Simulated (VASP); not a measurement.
# TlBi (P4mm) in VASP: a series of runs

Runs on TlBi. Level: LDA. Tasks: single point.

Everything below comes from runs of VASP 6.6.1. Logs are shortened: lines on timing, memory, paths and dates and some standing lists are left out, and cuts for length are marked.

### 1 The cell of the first run

It takes space group P4mm (No. 99, tetragonal). Conventional cell: a = 3.992 Å, b = 3.992 Å, c = 3.992 Å, α = 90.00°, β = 90.00°, γ = 90.00°. Within 4.5 Å of Tl (site symmetry 4mm) lie 8 Bi at 3.43 to 3.48 Å and 6 Tl at 3.99 Å. Bi (site symmetry 4mm) has 8 Tl at 3.43 to 3.48 Å and 6 Bi at 3.99 Å within 4.5 Å.

### 2 Single point, LDA

INCAR reads:

```
SYSTEM = TlBi
  ALGO = Normal
  EDIFF = 1E-6
  ENCUT = 520
  ISIF = 2
  ISMEAR = 0
  LASPH = .TRUE.
  LCHARG = .FALSE.
  LREAL = .FALSE.
  LWAVE = .FALSE.
  NBANDS = 21
  NELM = 60
  PREC = Accurate
  SIGMA = 0.1
```

KPOINTS reads:

```
k-points
0
G
  5 5 5
  0 0 0
```

POSCAR reads:

```
TlBi
1.0
    3.9917090000      0.0000000000      0.0000000000
    0.0000000000      3.9917090000      0.0000000000
    0.0000000000      0.0000000000      3.9917090000
Tl Bi
1 1
Direct
    0.0000000000      0.0000000000      0.0100000000
    0.5000000000      0.5000000000      0.5000000000
```

Potentials or basis: VASP PAW LDA potentials, release 64 (Tl_d, Bi_d).

On the command line:

```
$ cat potpaw_LDA.64/Tl_d/POTCAR potpaw_LDA.64/Bi_d/POTCAR > POTCAR
$ mpirun -np 1 vasp_std > vasp.out
```

OUTCAR:

```text
SYSTEM = TlBi
   EDIFF = 1E-6
   ENCUT = 520
   ISIF = 2
   ISMEAR = 0
   LASPH = .TRUE.
   LREAL = .FALSE.
   NELM = 60
   PREC = Accurate

 ion  position               nearest neighbor table
   1  0.000  0.000  0.010-   2 3.43   2 3.43   2 3.43   2 3.43   2 3.48   2 3.48   2 3.48   2 3.48

   2  0.500  0.500  0.500-   1 3.43   1 3.43   1 3.43   1 3.43   1 3.48   1 3.48   1 3.48   1 3.48

  LATTYP: Found a simple cubic cell.
 ALAT       =     3.9917090000

  Lattice vectors:

 A1 = (   3.9917090000,   0.0000000000,   0.0000000000)
 A2 = (   0.0000000000,   3.9917090000,   0.0000000000)
 A3 = (   0.0000000000,   0.0000000000,   3.9917090000)

Analysis of symmetry for initial positions (statically):
=====================================================================
 Subroutine PRICEL returns:
 Original cell was already a primitive cell.

 Routine SETGRP: Setting up the symmetry group for a
 simple cubic supercell.

 Subroutine GETGRP returns: Found  8 space group operations
 (whereof  8 operations were pure point group operations)
 out of a pool of 48 trial point group operations.

The static configuration has the point symmetry C_4v.

Analysis of symmetry for dynamics (positions and initial velocities):
=====================================================================
 Subroutine PRICEL returns:
 Original cell was already a primitive cell.

 Routine SETGRP: Setting up the symmetry group for a
 simple cubic supercell.

 Subroutine GETGRP returns: Found  8 space group operations
 (whereof  8 operations were pure point group operations)
 out of a pool of 48 trial point group operations.

The dynamic configuration has the point symmetry C_4v.

 Subroutine INISYM returns: Found  8 space group operations
 (whereof  8 operations are pure point group operations),
 and found     1 'primitive' translations

----------------------------------------------------------------------------------------

                                     Primitive cell

  volume of cell :      63.6029

  direct lattice vectors                    reciprocal lattice vectors
     3.991709000  0.000000000  0.000000000     0.250519264  0.000000000  0.000000000
     0.000000000  3.991709000  0.000000000     0.000000000  0.250519264  0.000000000
     0.000000000  0.000000000  3.991709000     0.000000000  0.000000000  0.250519264

  length of vectors
     3.991709000  3.991709000  3.991709000     0.250519264  0.250519264  0.250519264

  position of ions in fractional coordinates (direct lattice)
[... 71 lines left out ...]
   NELM   =     60;   NELMIN=  2; NELMDL= -5     # of ELM steps
   EDIFF  = 0.1E-05   stopping-criterion for ELM
   LREAL  =      F    real-space projection
   EDIFFG = 0.1E-04   stopping-criterion for IOM
   NSW    =      0    number of steps for IOM
   IBRION =     -1    ionic relax: 0-MD 1-quasi-New 2-CG
   NFREE  =      0    steps in history (QN), initial steepest desc. (CG)
   ISIF   =      2    stress and relaxation
   ISYM   =      2    0-nonsym 1-usesym 2-fastsym
   POTIM  = 0.5000    time-step for ionic-motion
   TEBEG  =    0.0;   TEEND  =   0.0 temperature during run
   PSTRESS=    0.0 pullay stress
   NELECT =      28.0000    total number of electrons
   NUPDOWN=      -1.0000    fix difference up-down
   EMIN   =  10.00;   EMAX   =-10.00  energy-range for DOS
   EFERMI =   0.00;   METHOD = LEGACY
   ISMEAR =     0;   SIGMA  =   0.10  broadening in eV -4-tet -1-fermi 0-gaus
   EFERMI_NEDOS =   21; number of points for ismear=-14 and -15
   IALGO  =     38    algorithm
   IMIX   =      4    mixing-type and parameters
     AMIX     =   0.40;   BMIX     =  1.00
     AMIX_MAG =   1.60;   BMIX_MAG =  1.00
  volume/ion in A,a.u.               =      31.80       214.61
  Fermi-wavevector in a.u.,A,eV,Ry     =   1.245380  2.353427 21.102254  1.550972
  Thomas-Fermi vector in A             =   2.379605
   LORBIT       =      0    0 simple, 1 ext, 2 COOP (PROOUT), +10 PAW based schemes
   GGA     = CA    functional components
   LHFCALC =     F    Hartree Fock is set to
   AEXX    =    0.0000 exact exchange contribution
   IVDW    =     0    specifies the selected vdW correction
   LEPSILON=     F    determine dielectric tensor
   LRPA    =     F    only Hartree local field effects (RPA)
 non-spin polarized calculation
 Gauss-broadening in eV      SIGMA  =   0.10
  energy-cutoff  :      520.00
  volume of cell :       63.60
 maximum number of plane-waves:      1743
 NGX is ok and might be reduce to    30
   NGX = 15   NGY = 15   NGZ = 15

 number of electron      28.0000017 magnetization

 Free energy of the ion-electron system (eV)
  ---------------------------------------------------
  ext. energy  EPLUGINS =         0.00000000
  ---------------------------------------------------
  free energy    TOTEN  =        -7.17258600 eV

  energy without entropy =       -7.15188227  energy(sigma->0) =       -7.16223414

 E-fermi :   6.1444     XC(G=0): -10.2138

 val. band max:        6.1245251103   @ k =   0.4000   0.4000   0.2000
 cond. band min:       6.2058008831   @ k =   0.4000   0.2000   0.0000
 fundamental gap:      0.0812757728
 Fermi energy:         6.1444111206

 k-point     1 :       0.0000    0.0000    0.0000
  band No.  band energies     occupation
      1     -16.5177      2.00000
      2     -16.5171      2.00000
      3     -16.4900      2.00000
      4     -16.4900      2.00000
      5     -16.4896      2.00000
      6      -5.8045      2.00000
[... 421 lines left out ...]
     20      19.7167      0.00000
     21      19.7172      0.00000

------------------------ aborting loop because EDIFF is reached ----------------------------------------

  FORCE on cell =-STRESS in cart. coord.  units (eV):
  Direction    XX          YY          ZZ          XY          YZ          ZX
  --------------------------------------------------------------------------------------
  -------------------------------------------------------------------------------------
  Total       -1.5838547     -1.5838547     -1.5974112      0.0000000     -0.0000000      0.0000000
  in kB      -39.8978322    -39.8978322    -40.2393263      0.0000000     -0.0000000      0.0000000
  external PRESSURE =     -40.0116636 kB  Pullay stress =       0.0000000 kB

 VOLUME and BASIS-vectors are now :
 -----------------------------------------------------------------------------
  energy-cutoff  :      520.00
  volume of cell :       63.60
      direct lattice vectors                 reciprocal lattice vectors
     3.991709000  0.000000000  0.000000000     0.250519264  0.000000000  0.000000000
     0.000000000  3.991709000  0.000000000     0.000000000  0.250519264  0.000000000
     0.000000000  0.000000000  3.991709000     0.000000000  0.000000000  0.250519264

 POSITION                                       TOTAL-FORCE (eV/Angst)
 -----------------------------------------------------------------------------------
      0.00000      0.00000      0.03992         0.000000      0.000000     -0.029152
      1.99585      1.99585      1.99585         0.000000     -0.000000      0.029152
 -----------------------------------------------------------------------------------
    total drift:                                0.000000      0.000000      0.000224

  FREE ENERGIE OF THE ION-ELECTRON SYSTEM (eV)
  ---------------------------------------------------
  free  energy   TOTEN  =        -7.1725860017 eV

  energy  without entropy=       -7.1518822686  energy(sigma->0) =       -7.16223414
```

stdout:

```text
POSCAR found type information on POSCAR TlBi
 POSCAR found :  2 types and       2 ions
 scaLAPACK will be used
 LDA part: xc-table for (Slater(with rela. corr.)+CA(PZ))
 , standard interpolation
 POSCAR, INCAR and KPOINTS ok, starting setup
 FFT: planning ... GRIDC
 FFT: planning ... GRID_SOFT
 FFT: planning ... GRID
 WAVECAR not read
 entering main loop
```

It took 22 s on 1 thread of Intel Xeon 8259CL, shared host; peak memory 0.16 GiB.

Results:

- Free energy: -7.1726 eV
- Pressure: -4.0 GPa
- Largest force: 0.029 eV/Å
- Band gap on the k mesh: zero (bands 14 and 15 overlap by 2.86 eV)

Forces in eV/Å, atoms in the order of the input:
```
Tl   0.000  0.000 -0.029
Bi   0.000  0.000  0.029
```

Levels at points of the mesh, in eV from the Fermi level:
```
           k point  band 11  band 12  band 13  band 14  band 15  band 16
(0.00, 0.00, 0.00)   -11.13    -4.62    -0.36    -0.36    -0.36     4.98
```

Caveat: the cell stands under tension; spin-orbit coupling is left out, which moves the levels of the heavy elements.

### 3 Single point, LDA

INCAR reads:

```
  ALGO = Normal
  EDIFF = 1E-6
  ENCUT = 520
  GGA = CA
  ISIF = 2
  ISMEAR = 0
  LASPH = T
  LCHARG = F
  LREAL = F
  LWAVE = F
  NBANDS = 21
  NELM = 100
  PREC = Accurate
  SIGMA = 0.1
```

KPOINTS reads:

```
k-points
0
Gamma
  5 5 5
```

Changes to POSCAR since step 2:

```diff
@@ -8,3 +8,3 @@
 Direct
-    0.0000000000      0.0000000000      0.0100000000
+    0.0000000000      0.0000000000      0.0150000000
     0.5000000000      0.5000000000      0.5000000000
```

Potentials or basis: VASP PAW LDA potentials, release 64 (Tl_d, Bi_d).

On the command line:

```
$ cat potpaw_LDA.64/Tl_d/POTCAR potpaw_LDA.64/Bi_d/POTCAR > POTCAR
$ mpirun -np 1 vasp_std > vasp.out
```

Wall time 23 s (1 thread of Intel Xeon 8259CL, shared host); peak memory 0.16 GiB.

Results (log left out):

| Item | Value |
| --- | --- |
| Free energy | -7.1719 eV |
| Pressure | -4.0 GPa |
| Largest force | 0.043 eV/Å |
| Band gap on the k mesh | zero (bands 14 and 15 overlap by 2.86 eV) |

Forces on the atoms (eV/Å):
```
Tl   0.000  0.000 -0.043
Bi   0.000  0.000  0.043
```

Stress tensor (GPa, compression positive):
```
-3.94  0.00  0.00
 0.00 -3.94  0.00
 0.00  0.00 -4.01
```

Levels at points of the mesh, in eV from the Fermi level:
| k point | band 9 | band 10 | band 11 | band 12 | band 13 | band 14 | band 15 | band 16 | band 17 | band 18 |
| --- | --- | --- | --- | --- | --- | --- | --- | --- | --- | --- |
| (0.00, 0.00, 0.00) | -11.13 | -11.13 | -11.13 | -4.62 | -0.36 | -0.36 | -0.36 | 4.97 | 4.99 | 7.64 |

Caveat: the cell stands under tension; spin-orbit coupling is left out, which moves the levels of the heavy elements.

The gap in the log of VASP goes by the Fermi energy; the results here count the filled bands.